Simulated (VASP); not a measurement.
# Se (P6_3/mmc) in VASP: notebook

Runs on Se. Level: r2SCAN. Tasks: relaxation of cell and atoms, single point.

Everything below comes from runs of VASP 6.6.1. Logs are shortened: lines on timing, memory, paths and dates and some standing lists are left out, and cuts for length are marked.

## 1. The cell of the first run

It takes space group P6_3/mmc (No. 194, hexagonal). The conventional cell has a = 3.432 Å, b = 3.432 Å, c = 11.068 Å, α = 90.00°, β = 90.00°, γ = 120.00°. Se (site symmetry -3m) has 12 Se at 3.40 to 3.43 Å within 4.5 Å. Se (site symmetry -6m2) has 12 Se at 3.40 to 3.43 Å within 4.5 Å.

## 2. Relaxation of cell and atoms, r2SCAN

File POSCAR:

```
Se
1.0
    3.4317913982      0.0000000000      0.0000000000
   -1.7158956991      2.9720185313      0.0000000000
    0.0000000000      0.0000000000     11.0682046017
Se
4
Direct
    0.0000000000      0.0000000000      0.0000000000
    0.0000000000      0.0000000000      0.5000000000
    0.3333333333      0.6666666667      0.7500000000
    0.6666666667      0.3333333333      0.2500000000
```

File INCAR.step1:

```
  PREC = Accurate
  ENCUT = 600
  ISMEAR = 0
  SIGMA = 0.1
  LREAL = F
  LASPH = T
  NELM = 100
  GGA = PE
  ALGO = Normal
  EDIFF = 1E-4
  LWAVE = T
  LCHARG = F
```

File INCAR.step2:

```
  PREC = Accurate
  ENCUT = 600
  EDIFF = 1E-7
  ISMEAR = 0
  SIGMA = 0.1
  LREAL = F
  LASPH = T
  NELM = 100
  ALGO = Normal
  ISIF = 3
  LWAVE = F
  LCHARG = F
  METAGGA = R2SCAN
  LMIXTAU = T
  IBRION = 2
  NSW = 90
  EDIFFG = -0.04
  ISTART = 1
```

File KPOINTS:

```
Automatic mesh
0
Gamma
  6 6 2
```

Potentials or basis: VASP PAW PBE potentials, release 64 (Se).

Run with:

```sh
cat potpaw_PBE.64/Se/POTCAR > POTCAR
cp INCAR.step1 INCAR
mpirun -np 1 vasp_std > vasp.out
cp INCAR.step2 INCAR
mpirun -np 1 vasp_std > vasp.out
```

OUTCAR:

```text
PREC = Accurate
   ENCUT = 600
   EDIFF = 1E-7
   ISMEAR = 0
   LREAL = F
   LASPH = T
   NELM = 100
   ISIF = 3
   METAGGA = R2SCAN
   IBRION = 2
   NSW = 90
   EDIFFG = -0.04
   ISTART = 1

 ion  position               nearest neighbor table
   1  0.000  0.000  0.000-
   2  0.000  0.000  0.500-
   3  0.333  0.667  0.750-
   4  0.667  0.333  0.250-

  LATTYP: Found a hexagonal cell.
 ALAT       =     3.4317913982
 C/A-ratio  =     3.2251973729

  Lattice vectors:

 A1 = (   3.4317913982,   0.0000000000,   0.0000000000)
 A2 = (  -1.7158956991,   2.9720185313,   0.0000000000)
 A3 = (   0.0000000000,   0.0000000000,  11.0682046017)

Analysis of symmetry for initial positions (statically):
=====================================================================
 Subroutine PRICEL returns:
 Original cell was already a primitive cell.

 Routine SETGRP: Setting up the symmetry group for a
 hexagonal supercell.

 Subroutine GETGRP returns: Found 24 space group operations
 (whereof 12 operations were pure point group operations)
 out of a pool of 24 trial point group operations.

The static configuration has the point symmetry D_3d.
 The point group associated with its full space group is D_6h.

Analysis of symmetry for dynamics (positions and initial velocities):
=====================================================================
 Subroutine PRICEL returns:
 Original cell was already a primitive cell.

 Routine SETGRP: Setting up the symmetry group for a
 hexagonal supercell.

 Subroutine GETGRP returns: Found 24 space group operations
 (whereof 12 operations were pure point group operations)
 out of a pool of 24 trial point group operations.

The dynamic configuration has the point symmetry D_3d.
 The point group associated with its full space group is D_6h.

 Subroutine INISYM returns: Found 24 space group operations
 (whereof 12 operations are pure point group operations),
 and found     1 'primitive' translations

----------------------------------------------------------------------------------------

                                     Primitive cell

  volume of cell :     112.8885

  direct lattice vectors                    reciprocal lattice vectors
     3.431791398  0.000000000  0.000000000     0.291393003  0.168235829  0.000000000
    -1.715895699  2.972018531  0.000000000     0.000000000  0.336471657  0.000000000
     0.000000000  0.000000000 11.068204602     0.000000000  0.000000000  0.090348890

  length of vectors
[... 59 lines left out ...]
   total plane-waves  NPLWV =  70560
   dimension x,y,z NGX =    28 NGY =   28 NGZ =   90
   dimension x,y,z NGXF=    56 NGYF=   56 NGZF=  180
   ions per type =               4
   NGX,Y,Z   is equivalent  to a cutoff of  13.56, 13.56, 13.52 a.u.
   NGXF,Y,Z  is equivalent  to a cutoff of  27.13, 27.13, 27.04 a.u.
 SYSTEM =  unknown system
   PREC   = accura    normal or accurate (medium, high low for compatibility)
   ISTART =      1    job   : 0-new  1-cont  2-samecut
   ICHARG =      0    charge: 1-file 2-atom 10-const
   ISPIN  =      1    spin polarized calculation?
   LNONCOLLINEAR =      F non collinear calculations
   LSORBIT =      F    spin-orbit coupling
   LASPH  =      T    aspherical Exc in radial PAW
   ENCUT  =  600.0 eV  44.10 Ry    6.64 a.u.   6.85  6.85 22.11*2*pi/ulx,y,z
   NELM   =    100;   NELMIN=  2; NELMDL=  0     # of ELM steps
   EDIFF  = 0.1E-06   stopping-criterion for ELM
   LREAL  =      F    real-space projection
   EDIFFG = -.4E-01   stopping-criterion for IOM
   NSW    =     90    number of steps for IOM
   IBRION =      2    ionic relax: 0-MD 1-quasi-New 2-CG
   NFREE  =      1    steps in history (QN), initial steepest desc. (CG)
   ISIF   =      3    stress and relaxation
   ISYM   =      2    0-nonsym 1-usesym 2-fastsym
   POTIM  = 0.5000    time-step for ionic-motion
   TEBEG  =    0.0;   TEEND  =   0.0 temperature during run
   PSTRESS=    0.0 pullay stress
   NELECT =      24.0000    total number of electrons
   NUPDOWN=      -1.0000    fix difference up-down
   EMIN   =  10.00;   EMAX   =-10.00  energy-range for DOS
   EFERMI =   0.00;   METHOD = LEGACY
   ISMEAR =     0;   SIGMA  =   0.10  broadening in eV -4-tet -1-fermi 0-gaus
   EFERMI_NEDOS =   21; number of points for ismear=-14 and -15
   IALGO  =     38    algorithm
   IMIX   =      4    mixing-type and parameters
     AMIX     =   0.40;   BMIX     =  1.00
     AMIX_MAG =   1.60;   BMIX_MAG =  1.00
  volume/ion in A,a.u.               =      28.22       190.45
  Fermi-wavevector in a.u.,A,eV,Ry     =   0.977077  1.846408 12.989198  0.954679
  Thomas-Fermi vector in A             =   2.107746
   LORBIT       =      0    0 simple, 1 ext, 2 COOP (PROOUT), +10 PAW based schemes
   METAGGA = R2SCAN    functional components
   LHFCALC =     F    Hartree Fock is set to
   AEXX    =    0.0000 exact exchange contribution
   IVDW    =     0    specifies the selected vdW correction
   LEPSILON=     F    determine dielectric tensor
   LRPA    =     F    only Hartree local field effects (RPA)
 conjugate gradient relaxation of ions
 non-spin polarized calculation
 Gauss-broadening in eV      SIGMA  =   0.10
  energy-cutoff  :      600.00
  volume of cell :      112.89
 maximum number of plane-waves:      3801
 NGX is ok and might be reduce to    28
   NGX = 13   NGY = 13   NGZ = 45

--------------------------------------- Ionic step        1  -------------------------------------------

 number of electron      24.0000000 magnetization

 Free energy of the ion-electron system (eV)
  ---------------------------------------------------
  ext. energy  EPLUGINS =         0.00000000
  ---------------------------------------------------
  free energy    TOTEN  =       -52.15625060 eV

  energy without entropy =      -52.11652479  energy(sigma->0) =      -52.13638769

 E-fermi :   1.6510     XC(G=0):  -9.5068

 val. band max:        1.6415331363   @ k =   0.3333   0.1667   0.0000
 cond. band min:       1.6650654975   @ k =   0.1667   0.0000   0.0000
 fundamental gap:      0.0235323612
 Fermi energy:         1.6509995823
[... 635 lines left out ...]
      3      -8.3224      2.00000
      4      -8.3224      2.00000
      5      -1.3949      2.00000
      6      -1.3949      2.00000
[... 8 lines left out ...]
     15       9.2062      0.00000
     16       9.2062      0.00000

[... ionic steps 4 to 19 ...]

--------------------------------------- Ionic step       20  -------------------------------------------

 number of electron      24.0000001 magnetization

------------------------ aborting loop because EDIFF is reached ----------------------------------------
[... 71 lines left out ...]
--------------------------------------- Ionic step       22  -------------------------------------------

 number of electron      24.0000001 magnetization

 Free energy of the ion-electron system (eV)
  ---------------------------------------------------
  ext. energy  EPLUGINS =         0.00000000
  ---------------------------------------------------
  free energy    TOTEN  =       -55.79294838 eV

  energy without entropy =      -55.78007707  energy(sigma->0) =      -55.78651273

 E-fermi :   4.7260     XC(G=0): -10.5266

 val. band max:        4.5897141354   @ k =   0.3333   0.1667   0.0000
 cond. band min:       4.7316630373   @ k =   0.3333   0.0000   0.5000
 fundamental gap:      0.1419489018
 Fermi energy:         4.7260401888
[... 295 lines left out ...]
  FREE ENERGIE OF THE ION-ELECTRON SYSTEM (eV)
  ---------------------------------------------------
  free  energy   TOTEN  =       -55.7929483758 eV

  energy  without entropy=      -55.7800770747  energy(sigma->0) =      -55.78651273

 reached required accuracy - stopping structural energy minimisation
```

OSZICAR.step1:

```text
N       E                     dE             d eps       ncg     rms          rms(c)
DAV:   1     0.125546589854E+03    0.12555E+03   -0.10950E+04   448   0.142E+03
DAV:   2    -0.175411733088E+01   -0.12730E+03   -0.12593E+03   648   0.195E+02
DAV:   3    -0.963398234714E+01   -0.78799E+01   -0.78069E+01   520   0.543E+01
DAV:   4    -0.972060042739E+01   -0.86618E-01   -0.86453E-01   464   0.661E+00
DAV:   5    -0.972136230267E+01   -0.76188E-03   -0.76184E-03   488   0.636E-01    0.308E+00
DAV:   6    -0.968817758740E+01    0.33185E-01   -0.47733E-02   448   0.113E+00    0.169E+00
DAV:   7    -0.968277982598E+01    0.53978E-02   -0.72591E-02   448   0.133E+00    0.317E-01
DAV:   8    -0.968119074036E+01    0.15891E-02   -0.15599E-02   504   0.434E-01    0.176E-01
DAV:   9    -0.968152496547E+01   -0.33423E-03   -0.12626E-03   448   0.229E-01    0.285E-02
DAV:  10    -0.968152477665E+01    0.18882E-06   -0.83666E-05   224   0.423E-02
   1 F= -.96815248E+01 E0= -.96605131E+01  d E =-.420233E-01
```

It took 30 min on 1 thread of Intel Xeon 6975P-C (Granite Rapids), shared host; peak memory 0.28 GiB.

What came out:

| Item | Value |
| --- | --- |
| Free energy | -55.7929 eV |
| Relaxed volume | 22.22 Å³/atom |
| Relaxed cell | a = 3.738 Å, b = 3.738 Å, c = 7.344 Å, α = 90.00°, β = 90.00°, γ = 120.00° |
| Space group after relaxing (to 0.05 Å) | P6_3/mmc (No. 194) |
| Energy gained by relaxing | 909.2 meV/atom |
| Ionic steps | 22 |
| Pressure after relaxing | -0.1 GPa |
| Band gap on the k mesh | zero (band 12 reaches 5.16 eV, above the bottom of band 13 at 2.76 eV) |

Stress tensor (GPa, compression positive):
```
-0.20  0.00  0.00
 0.00 -0.20  0.00
 0.00  0.00  0.20
```

Step by step:
```
step  energy change (eV)  largest force (eV/Å)  pressure (GPa)  volume (Å³)
   1              0.0000                0.0000          -10.64       112.89
   2             -1.4778                0.0000           -2.41        84.90
   3             -1.5183                0.0000            0.43        81.30
   4             -1.5184                0.0000            0.93        80.73
   5             -1.7525                0.0000            1.58        80.25
   6             -2.0864                0.0000            2.91        79.54
   7             -2.8511                0.0000            7.26        77.53
   8             -2.1645                0.0000           28.75        71.06
   9             -3.0163                0.0000           15.94        74.75
  10             -3.0519                0.0000           14.40        75.15
  11             -3.0722                0.0000           14.46        75.35
  12             -3.1280                0.0000           14.50        75.94
  13             -3.1834                0.0000           14.34        77.01
  14             -3.1826                0.0000           14.22        77.46
  15             -3.2646                0.0000           12.58        78.44
  16             -3.4567                0.0000            8.14        81.45
  17             -3.6286                0.0000            1.19        87.69
  18             -3.6334                0.0000            0.15        88.88
  19             -3.6334                0.0000           -0.05        89.12
  20             -3.6339                0.0000           -0.05        89.10
  21             -3.6351                0.0000           -0.06        89.03
  22             -3.6367                0.0000           -0.06        88.89
```

Final structure:
```xyz
4
Lattice="3.7384 0.0000 0.0000 -1.8692 3.2376 0.0000 0.0000 0.0000 7.3444" Properties=species:S:1:pos:R:3 pbc="T T T"
Se   -1.8692    3.2376    0.0000
Se   -1.8692    3.2376    3.6722
Se    0.0000    2.1584    5.5083
Se    1.8692    1.0792    1.8361
```

Caveat: the volume moved by over 15 % at a fixed basis, so the end points are rough; the PAW data sets were made with another functional, which shifts forces and pressure a little.

## 3. Single point, r2SCAN

This run uses another cell than the first one, of 22.29 Å³/atom, 0.790 times its volume.

File POSCAR:

```
Se
1.0
    3.7555781590      0.0000000000      0.0000000000
   -1.8777890795      3.2524260916      0.0000000000
    0.0000000000      0.0000000000      7.2996087891
Se
4
Direct
    0.0000000000      0.0000000000      0.0000000000
    0.0000000000      0.0000000000      0.5000000000
    0.3333333333      0.6666666667      0.7500000000
    0.6666666667      0.3333333333      0.2500000000
```

File INCAR.step1:

```
SYSTEM = Se
PREC     = Accurate       ! precision mode
ENCUT    = 520            ! plane-wave cutoff, eV
ISMEAR   = 0              ! smearing method
SIGMA    = 0.1            ! smearing width, eV
LREAL    = .FALSE.        ! projectors in reciprocal space
LASPH    = .TRUE.         ! aspherical terms in the spheres
NELM     = 100            ! most SCF steps
NBANDS   = 20             ! bands
GGA      = PE             ! functional
ALGO     = Normal         ! electronic algorithm
EDIFF    = 1E-4           ! SCF threshold, eV
LWAVE    = .TRUE.         ! write WAVECAR
LCHARG   = .FALSE.        ! write CHGCAR
```

File INCAR.step2:

```
SYSTEM = Se
PREC     = Accurate       ! precision mode
ENCUT    = 520            ! plane-wave cutoff, eV
EDIFF    = 1E-6           ! SCF threshold, eV
ISMEAR   = 0              ! smearing method
SIGMA    = 0.1            ! smearing width, eV
LREAL    = .FALSE.        ! projectors in reciprocal space
LASPH    = .TRUE.         ! aspherical terms in the spheres
NELM     = 100            ! most SCF steps
ALGO     = Normal         ! electronic algorithm
ISIF     = 2              ! what is computed and relaxed
LWAVE    = .FALSE.        ! write WAVECAR
LCHARG   = .TRUE.         ! write CHGCAR
METAGGA  = R2SCAN         ! meta-GGA
LMIXTAU  = .TRUE.       
LELF     = .TRUE.         ! ELF
LVHAR    = .TRUE.       
NBANDS   = 20             ! bands
ISTART   = 1
```

File KPOINTS:

```
regular mesh
0
G
  15 15 6
  0 0 0
```

Potentials or basis: VASP PAW PBE potentials, release 64 (Se).

Run with:

```sh
cat potpaw_PBE.64/Se/POTCAR > POTCAR
cp INCAR.step1 INCAR
mpirun -np 1 vasp_std > vasp.out
cp INCAR.step2 INCAR
mpirun -np 1 vasp_std > vasp.out
```

OUTCAR:

```text
SYSTEM = Se
   PREC = Accurate
   ENCUT = 520
   EDIFF = 1E-6
   ISMEAR = 0
   LREAL = .FALSE.
   LASPH = .TRUE.
   NELM = 100
   ISIF = 2
   METAGGA = R2SCAN
   ISTART = 1

 ion  position               nearest neighbor table
   1  0.000  0.000  0.000-
   2  0.000  0.000  0.500-
   3  0.333  0.667  0.750-
   4  0.667  0.333  0.250-

  LATTYP: Found a hexagonal cell.
 ALAT       =     3.7555781590
[... 751 lines left out ...]

  FORCE on cell =-STRESS in cart. coord.  units (eV):
  Direction    XX          YY          ZZ          XY          YZ          ZX
  --------------------------------------------------------------------------------------
  -------------------------------------------------------------------------------------
  Total       -0.0551034     -0.0551034     -0.0819415      0.0000000      0.0000000      0.0000000
  in kB       -0.9901597     -0.9901597     -1.4724168      0.0000000      0.0000000      0.0000000
  external PRESSURE =      -1.1509121 kB  Pullay stress =       0.0000000 kB

 VOLUME and BASIS-vectors are now :
 -----------------------------------------------------------------------------
  energy-cutoff  :      520.00
  volume of cell :       89.16
      direct lattice vectors                 reciprocal lattice vectors
     3.755578159  0.000000000  0.000000000     0.266270587  0.153731395  0.000000000
    -1.877789080  3.252426092  0.000000000     0.000000000  0.307462790  0.000000000
     0.000000000  0.000000000  7.299608789     0.000000000  0.000000000  0.136993643

 POSITION                                       TOTAL-FORCE (eV/Angst)
 -----------------------------------------------------------------------------------
      0.00000      0.00000      0.00000         0.000000      0.000000      0.000000
      0.00000      0.00000      3.64980         0.000000      0.000000      0.000000
     -0.00000      2.16828      5.47471        -0.000000      0.000000     -0.000000
      1.87779      1.08414      1.82490         0.000000     -0.000000     -0.000000
 -----------------------------------------------------------------------------------
    total drift:                                0.000000     -0.000000      0.000000

  FREE ENERGIE OF THE ION-ELECTRON SYSTEM (eV)
  ---------------------------------------------------
  free  energy   TOTEN  =       -55.7088812987 eV

  energy  without entropy=      -55.6970876576  energy(sigma->0) =      -55.70298448
```

OUTCAR.step1:

```text
SYSTEM = Se
   PREC = Accurate
   ENCUT = 520
   ISMEAR = 0
   LREAL = .FALSE.
   LASPH = .TRUE.
   NELM = 100
[... 783 lines left out ...]
      0.00000      0.00000      3.64980        -0.000000      0.000000      0.000000
     -0.00000      2.16828      5.47471        -0.000000      0.000000      0.000000
      1.87779      1.08414      1.82490         0.000000     -0.000000     -0.000000
 -----------------------------------------------------------------------------------
    total drift:                                0.000000     -0.000000      0.000000

  FREE ENERGIE OF THE ION-ELECTRON SYSTEM (eV)
  ---------------------------------------------------
  free  energy   TOTEN  =       -12.8311863731 eV

  energy  without entropy=      -12.8169742268  energy(sigma->0) =      -12.82408030
```

Wall time 8 min (1 thread of Intel Xeon 6975P-C (Granite Rapids), shared host); peak memory 0.29 GiB.

Results:

```yaml
Free_energy: -55.7089 eV
Pressure: -0.1 GPa
Band_gap_on_the_k_mesh: zero (band 12 reaches 5.20 eV, above the bottom of band 13 at 2.94 eV)
```

Levels at points of the mesh, in eV from the Fermi level:
```
           k point  band 8  band 9  band 10  band 11  band 12  band 13  band 14  band 15  band 16  band 17
(0.00, 0.00, 0.00)   -1.53   -1.53    -1.44    -1.03    -1.03    -0.93     0.98     0.98     2.82     4.89
(0.00, 0.00, 0.50)   -2.47   -2.47    -2.47     0.17     0.17     0.17     0.17     1.27     1.27     6.80
```

Caveat: the PAW data sets were made with another functional, which shifts forces and pressure a little.
